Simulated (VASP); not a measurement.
# ZnCu3 in VASP: a series of runs, part 2 of 2

VASP 6.6.1. Earlier steps stand in the parts before.

### 3 Single point, PBE

The input, INCAR:

```
PREC = Accurate
ENCUT = 520
EDIFF = 1E-6
ISMEAR = -1
SIGMA = 0.1
LREAL = F
LASPH = T
NELM = 100
ALGO = Normal
ISIF = 2
LWAVE = F
LCHARG = F
LDIPOL = T
IDIPOL = 3
DIPOL = 0.5 0.5 0.500
GGA = PE
NBANDS = 30
```

The input, KPOINTS:

```
Automatic mesh
0
Gamma
  15 15 1
```

The input, POSCAR:

```
ZnCu3
1.0
    2.5665139637      0.0000000000      0.0000000000
   -1.2832569818      2.2226662917      0.0000000000
    0.0000000000      0.0000000000     22.2866000000
Zn Cu
1 3
Direct
    0.0000000000      0.0000000000      0.3602342432
    0.3333333333      0.6666666667      0.4531632598
    0.6666666667      0.3333333333      0.5468367274
    0.0000000000      0.0000000000      0.6397657690
```

Potentials or basis: VASP PAW PBE potentials, release 64 (Zn, Cu).

Run with:

```sh
$ cat potpaw_PBE.64/Zn/POTCAR potpaw_PBE.64/Cu/POTCAR > POTCAR
$ mpirun -np 1 vasp_std > vasp.out
```

OUTCAR:

```text
PREC = Accurate
   ENCUT = 520
   EDIFF = 1E-6
   ISMEAR = -1
   LREAL = F
   LASPH = T
   NELM = 100
   ISIF = 2
   GGA = PE

 ion  position               nearest neighbor table
   1  0.000  0.000  0.360-   2 2.55   2 2.55   2 2.55
   2  0.333  0.667  0.453-   1 2.55   1 2.55   1 2.55   3 2.56   3 2.56   3 2.56
   3  0.667  0.333  0.547-   4 2.55   4 2.55   4 2.55   2 2.56   2 2.56   2 2.56
   4  0.000  0.000  0.640-   3 2.55   3 2.55   3 2.55

  LATTYP: Found a hexagonal cell.
 ALAT       =     2.5665139637
 C/A-ratio  =     8.6836075374

  Lattice vectors:

 A1 = (   2.5665139637,   0.0000000000,   0.0000000000)
 A2 = (  -1.2832569818,   2.2226662917,   0.0000000000)
 A3 = (   0.0000000000,   0.0000000000,  22.2866000000)

Analysis of symmetry for initial positions (statically):
=====================================================================
 Subroutine PRICEL returns:
 Original cell was already a primitive cell.

 Routine SETGRP: Setting up the symmetry group for a
 hexagonal supercell.

 Subroutine GETGRP returns: Found  6 space group operations
 (whereof  6 operations were pure point group operations)
 out of a pool of 24 trial point group operations.

The static configuration has the point symmetry C_3v.

Analysis of symmetry for dynamics (positions and initial velocities):
=====================================================================
 Subroutine PRICEL returns:
 Original cell was already a primitive cell.

 Routine SETGRP: Setting up the symmetry group for a
 hexagonal supercell.

 Subroutine GETGRP returns: Found  6 space group operations
 (whereof  6 operations were pure point group operations)
 out of a pool of 24 trial point group operations.

The dynamic configuration has the point symmetry C_3v.

 Subroutine INISYM returns: Found  6 space group operations
 (whereof  6 operations are pure point group operations),
 and found     1 'primitive' translations

----------------------------------------------------------------------------------------
[... 124 lines left out ...]
   AEXX    =    0.0000 exact exchange contribution
   IVDW    =     0    specifies the selected vdW correction
   LEPSILON=     F    determine dielectric tensor
   LRPA    =     F    only Hartree local field effects (RPA)
 non-spin polarized calculation
  energy-cutoff  :      520.00
  volume of cell :      127.13
 maximum number of plane-waves:      3450
 NGX is ok and might be reduce to    20
   NGX =  9   NGY =  9   NGZ = 83

 dipolmoment           0.000000      0.000000     -0.008438 electrons x Angstroem

 number of electron      45.0000039 magnetization

 dipolmoment           0.000000      0.000000      0.009171 electrons x Angstroem

 Free energy of the ion-electron system (eV)
  ---------------------------------------------------
  ext. energy  EPLUGINS =         0.00000000
  ---------------------------------------------------
  free energy    TOTEN  =       -11.65708094 eV

  energy without entropy =      -11.62817869  energy(sigma->0) =      -11.64262981

 E-fermi :  -0.2984     XC(G=0):  -5.6271

 val. band max:       -0.3559564875   @ k =   0.2000   0.0667   0.0000
 cond. band min:      -0.1373378801   @ k =   0.4000   0.2000   0.0000
 fundamental gap:      0.2186186074
 Fermi energy:        -0.2983840019

 k-point     1 :       0.0000    0.0000    0.0000
  band No.  band energies     occupation
      1     -10.2038      2.00000
      2      -8.9104      2.00000
      3      -8.0942      2.00000
      4      -7.9439      2.00000
      5      -7.9439      2.00000
      6      -7.3622      2.00000
[... 781 lines left out ...]
     29       6.9442      0.00000
     30       8.1106      0.00000

 [... further k-points ...]

------------------------ aborting loop because EDIFF is reached ----------------------------------------

 vacuum level on the upper side and lower side of the slab       (xc-potential included)        -0.113        -0.387

  FORCE on cell =-STRESS in cart. coord.  units (eV):
  Direction    XX          YY          ZZ          XY          YZ          ZX
  --------------------------------------------------------------------------------------
  -------------------------------------------------------------------------------------
  Total        0.4052955      0.4052955      1.6522783      0.0000000     -0.0000000      0.0000000
  in kB        5.1076448      5.1076448     20.8224609      0.0000000     -0.0000000      0.0000000
  external PRESSURE =      10.3459169 kB  Pullay stress =       0.0000000 kB

 VOLUME and BASIS-vectors are now :
 -----------------------------------------------------------------------------
  energy-cutoff  :      520.00
  volume of cell :      127.13
      direct lattice vectors                 reciprocal lattice vectors
     2.566513964  0.000000000  0.000000000     0.389633571  0.224955047  0.000000000
    -1.283256982  2.222666292  0.000000000     0.000000000  0.449910094  0.000000000
     0.000000000  0.000000000 22.286600000     0.000000000  0.000000000  0.044870012

 POSITION                                       TOTAL-FORCE (eV/Angst)
 -----------------------------------------------------------------------------------
      0.00000      0.00000      8.02840         0.000000     -0.000000     -0.684469
     -0.00000      1.48178     10.09947        -0.000000     -0.000000      0.625749
      1.28326      0.74089     12.18713        -0.000000     -0.000000     -0.006086
      0.00000      0.00000     14.25820         0.000000      0.000000      0.064805
 -----------------------------------------------------------------------------------
    total drift:                               -0.000000     -0.000000      0.000300

  FREE ENERGIE OF THE ION-ELECTRON SYSTEM (eV)
  ---------------------------------------------------
  free  energy   TOTEN  =       -11.6570809385 eV

  energy  without entropy=      -11.6281786860  energy(sigma->0) =      -11.64262981

 vacuum level on the upper side and lower side of the slab         4.277         3.993
```

OSZICAR:

```text
N       E                     dE             d eps       ncg     rms          rms(c)
DAV:   1     0.345316289945E+03    0.34532E+03   -0.20424E+04  1620   0.186E+03
DAV:   2     0.139668591988E+02   -0.33135E+03   -0.31739E+03  1620   0.370E+02
DAV:   3    -0.136219607357E+02   -0.27589E+02   -0.26534E+02  1806   0.153E+02
[... 15 lines left out ...]
DAV:  19    -0.116570670248E+02   -0.15266E-04   -0.25509E-06  1318   0.317E-02    0.235E-03
DAV:  20    -0.116570743883E+02   -0.73635E-05   -0.14469E-06  1316   0.149E-02    0.132E-03
DAV:  21    -0.116570786006E+02   -0.42123E-05   -0.76972E-07  1264   0.113E-02    0.104E-03
DAV:  22    -0.116570802068E+02   -0.16061E-05   -0.31159E-07  1146   0.131E-02    0.338E-04
DAV:  23    -0.116570809385E+02   -0.73177E-06   -0.13537E-07  1074   0.469E-03
   1 F= -.11657081E+02 E0= -.11642630E+02  d E =-.289023E-01
```

Run time: 4.5 min. Hardware: 1 thread of Intel Xeon 8259CL, shared host; peak memory 0.29 GiB.

What came out:

* Free energy: -11.6571 eV
* Largest force: 0.684 eV/Å
* Band gap on the k mesh: zero (an odd number of electrons rules out a gap without spin polarisation)

Forces in eV/Å, atoms in the order of the input:
```
Zn   0.000  0.000 -0.684
Cu   0.000  0.000  0.626
Cu   0.000  0.000 -0.006
Cu   0.000  0.000  0.065
```

### 4 Single point, PBE

The input, INCAR:

```
  PREC = Accurate
  ENCUT = 520
  EDIFF = 1E-7
  ISMEAR = -1
  SIGMA = 0.1
  LREAL = F
  LASPH = T
  NELM = 60
  ALGO = Normal
  ISIF = 2
  LWAVE = F
  LCHARG = F
  LDIPOL = T
  IDIPOL = 3
  DIPOL = 0.5 0.5 0.500
  GGA = PE
  NBANDS = 30
```

The input, KPOINTS:

```
regular mesh
0
Gamma
  15 15 1
```

The input, POSCAR:

```
ZnCu3
1.0
    2.5665139637      0.0000000000      0.0000000000
   -1.2832569818      2.2226662917      0.0000000000
    0.0000000000      0.0000000000     22.2866000000
Cu Zn
3 1
Direct
    0.0000000000      0.0000000000      0.3602342432
    0.6666666667      0.3333333333      0.5468367274
    0.0000000000      0.0000000000      0.6397657690
    0.3333333333      0.6666666667      0.4531632598
```

Potentials or basis: VASP PAW PBE potentials, release 64 (Cu, Zn).

Run with:

```sh
$ cat potpaw_PBE.64/Cu/POTCAR potpaw_PBE.64/Zn/POTCAR > POTCAR
$ mpirun -np 1 vasp_std > vasp.out
```

OUTCAR:

```text
PREC = Accurate
   ENCUT = 520
   EDIFF = 1E-7
   ISMEAR = -1
   LREAL = F
   LASPH = T
   NELM = 60
   ISIF = 2
   GGA = PE

 ion  position               nearest neighbor table
   1  0.000  0.000  0.360-   4 2.55   4 2.55   4 2.55
   2  0.667  0.333  0.547-   3 2.55   3 2.55   3 2.55   4 2.56   4 2.56   4 2.56
   3  0.000  0.000  0.640-   2 2.55   2 2.55   2 2.55
   4  0.333  0.667  0.453-   1 2.55   1 2.55   1 2.55   2 2.56   2 2.56   2 2.56

  LATTYP: Found a hexagonal cell.
 ALAT       =     2.5665139637
 C/A-ratio  =     8.6836075374

  Lattice vectors:
[... 995 lines left out ...]
  -------------------------------------------------------------------------------------
  Total        1.1635064      1.1635064      1.6236908      0.0000000      0.0000000      0.0000000
  in kB       14.6628253     14.6628253     20.4621943      0.0000000      0.0000000      0.0000000
  external PRESSURE =      16.5959483 kB  Pullay stress =       0.0000000 kB

 VOLUME and BASIS-vectors are now :
 -----------------------------------------------------------------------------
  energy-cutoff  :      520.00
  volume of cell :      127.13
      direct lattice vectors                 reciprocal lattice vectors
     2.566513964  0.000000000  0.000000000     0.389633571  0.224955047  0.000000000
    -1.283256982  2.222666292  0.000000000     0.000000000  0.449910094  0.000000000
     0.000000000  0.000000000 22.286600000     0.000000000  0.000000000  0.044870012

 POSITION                                       TOTAL-FORCE (eV/Angst)
 -----------------------------------------------------------------------------------
      0.00000      0.00000      8.02840         0.000000     -0.000000     -0.417606
      1.28326      0.74089     12.18713         0.000000     -0.000000      0.263964
      0.00000      0.00000     14.25820         0.000000     -0.000000      0.056974
     -0.00000      1.48178     10.09947        -0.000000      0.000000      0.096668
 -----------------------------------------------------------------------------------
    total drift:                                0.000001     -0.000000      0.000376

  FREE ENERGIE OF THE ION-ELECTRON SYSTEM (eV)
  ---------------------------------------------------
  free  energy   TOTEN  =       -11.3940153310 eV

  energy  without entropy=      -11.3609414359  energy(sigma->0) =      -11.37747838

 vacuum level on the upper side and lower side of the slab         4.398         4.453
```

stdout:

```text
POSCAR found type information on POSCAR CuZn
 POSCAR found :  2 types and       4 ions
 scaLAPACK will be used
 LDA part: xc-table for (Slater+PW92), standard interpolation
 POSCAR, INCAR and KPOINTS ok, starting setup
 FFT: planning ... GRIDC
 FFT: planning ... GRID_SOFT
 FFT: planning ... GRID
 WAVECAR not read
 entering main loop
```

Wall time 5 min (1 thread of Intel Xeon 8259CL, shared host); peak memory 0.29 GiB.

Results:

```
Free energy            : -11.3940 eV
Largest force          : 0.418 eV/Å
Band gap on the k mesh : zero (an odd number of electrons rules out a gap without spin polarisation)
```

Forces in eV/Å, atoms in the order of the input:
```
Cu   0.000  0.000 -0.418
Cu   0.000  0.000  0.264
Cu   0.000  0.000  0.057
Zn   0.000  0.000  0.097
```

Levels at points of the mesh, in eV from the Fermi level:
```csv
k point,band 21,band 22,band 23,band 24,band 25,band 26
"(0.00, 0.00, 0.00)",-2.10,-1.71,-1.71,-1.55,-0.53,3.92
```
